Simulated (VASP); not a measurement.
Wanted: the native input for a VASP 6.6.1 run.

```yaml
Task: single point
Functional: r2SCAN
Potentials_or_basis: VASP PAW PBE potentials, release 64 (Pd)
Cutoff: 520 eV
k_mesh: 14 × 14 × 14
Occupations: gaussian, width 0.03 eV
Spin: collinear spin, ferromagnetic start
Starting_moments: "[0.436] μB"
Dipole_correction: no
Further_INCAR_settings: ALGO = Normal; EDIFF = 1e-07; NBANDS = 15
```

The system is Pd.

```
Pd
1.0
     0.00000    1.95677    1.95677
     1.95677    0.00000    1.95677
     1.95677    1.95677    0.00000
Pd
1
Cartesian
  0.0000 0.0000 0.0000
```

These files were run (other wordings do the same):

POSCAR

```
Pd
1.0
    0.0000000000      1.9567730079      1.9567730079
    1.9567730079      0.0000000000      1.9567730079
    1.9567730079      1.9567730079      0.0000000000
Pd
1
Direct
    0.0000000000      0.0000000000      0.0000000000
```

INCAR.step1

```
PREC = Accurate ; ENCUT = 520
ISMEAR = 0 ; SIGMA = 0.03
LREAL = F ; LASPH = T
NELM = 150 ; ISPIN = 2
MAGMOM = 0.436 ; LMAXMIX = 4
NBANDS = 15 ; GGA = PE
ALGO = Normal ; EDIFF = 1E-4
LWAVE = T ; LCHARG = F
```

INCAR.step2

```
PREC = Accurate ; ENCUT = 520
EDIFF = 1E-7 ; ISMEAR = 0
SIGMA = 0.03 ; LREAL = F
LASPH = T ; NELM = 150
ALGO = Normal ; ISIF = 2
LWAVE = F ; LCHARG = F
ISPIN = 2 ; MAGMOM = 0.436
LORBIT = 11 ; LMAXMIX = 4
METAGGA = R2SCAN ; LMIXTAU = T
NBANDS = 15 ; ISTART = 1
```

KPOINTS

```
regular mesh
0
Gamma
  14 14 14
```

Potentials or basis: VASP PAW PBE potentials, release 64 (Pd).

The run is started by

```console
$ cat potpaw_PBE.64/Pd/POTCAR > POTCAR
$ cp INCAR.step1 INCAR
$ mpirun -np 1 vasp_std > vasp.out
$ cp INCAR.step2 INCAR
$ mpirun -np 1 vasp_std > vasp.out
```

Results of the run:

```json
{
 "Pressure": "0.6 GPa",
 "Net moment": "0.48 μB per cell",
 "Site moments": "Pd +0.49 μB",
 "Valence electrons inside the program's atomic spheres": "Pd 9.45"
}
```

Caveat: the PAW data sets were made with another functional, which shifts forces and pressure a little.

Run time: 120 s on 1 thread of Intel(R) Xeon(R) Platinum 8488C (Sapphire Rapids) (shared host), peak memory 0.18 GiB.
